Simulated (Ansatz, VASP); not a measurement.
Two plane-wave programs on ZrC

```
CELL_PARAMETERS angstrom
0.00000 2.25620 2.53823
2.25620 0.00000 2.53823
2.25620 2.25620 0.00000
ATOMIC_POSITIONS crystal
Zr 0.50000 0.50000 0.50000
C 0.00000 0.00000 0.00000
```

Change from the starting cell: strain -0.040 along x and y, +0.080 along z, atoms carried along.

Alike in both runs: task single point; functional PBE; k mesh 18 × 18 × 18; occupations gaussian, width 0.15 eV; no spin polarisation.

|  | VASP | Ansatz |
| --- | --- | --- |
| version | VASP 6.6.1 | Ansatz 0.2.0 |
| potentials or method | VASP PAW PBE potentials, release 64 (Zr_sv, C), cutoff 520 eV | scalar-relativistic, plane waves, PAW |
| valence electrons in the cell | 16 | 16 |

|  | VASP | Ansatz | Ansatz less VASP |
| --- | --- | --- | --- |
| gap on the k mesh at the Fermi level (eV) | none | none | - |
| pressure (GPa) | 8.4 | 8.1 | -0.24 |
| traceless stress, the component that is largest in VASP (GPa) | -26.29 | -26.13 | +0.157 |

A gap of «none» marks a metal or a gap that the smearing closes. The functional is the same, so the differences come from potentials, cutoffs and numerics.
